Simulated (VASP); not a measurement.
## NaLa3: single point with PBEsol

NaLa3:

```
Na La
1.0
     5.25630    0.00000    0.00000
     0.00000    5.25630    0.00000
     0.00000    0.00000    5.25630
Na La
1 3
Direct
  0.00000 0.00000 0.00000
  0.50000 0.00000 0.50000
  0.00000 0.50000 0.50000
  0.50000 0.50000 0.00000
```

```
Program                : VASP 6.6.1
Task                   : single point
Functional             : PBEsol
Potentials or basis    : VASP PAW PBE potentials, release 64 (Na_pv, La)
Cutoff                 : 500 eV
k mesh                 : 5 × 5 × 5
Occupations            : methfessel-paxton, width 0.1 eV
Spin                   : no spin polarisation
Dipole correction      : no
Further INCAR settings : ALGO = Normal; EDIFF = 1e-06; NBANDS = 28
```

- Pressure: -1.4 GPa
- Band gap on the k mesh: zero (bands 20 and 21 overlap by 1.38 eV)

Levels at points of the mesh, in eV from the Fermi level:
```csv
k point,band 18,band 19,band 20,band 21,band 22,band 23
"(0.00, 0.00, 0.00)",-0.90,-0.90,-0.73,-0.73,-0.73,1.36
```

It took 82 s on 1 thread of Intel(R) Xeon(R) Platinum 8259CL CPU @ 2.50GHz (Skylake/Cascade Lake), with other jobs on the host, peak memory 0.25 GiB.

Caveat: the PAW data sets were made with another functional, which shifts forces and pressure a little; spin-orbit coupling is left out, which moves the levels of the heavy elements.
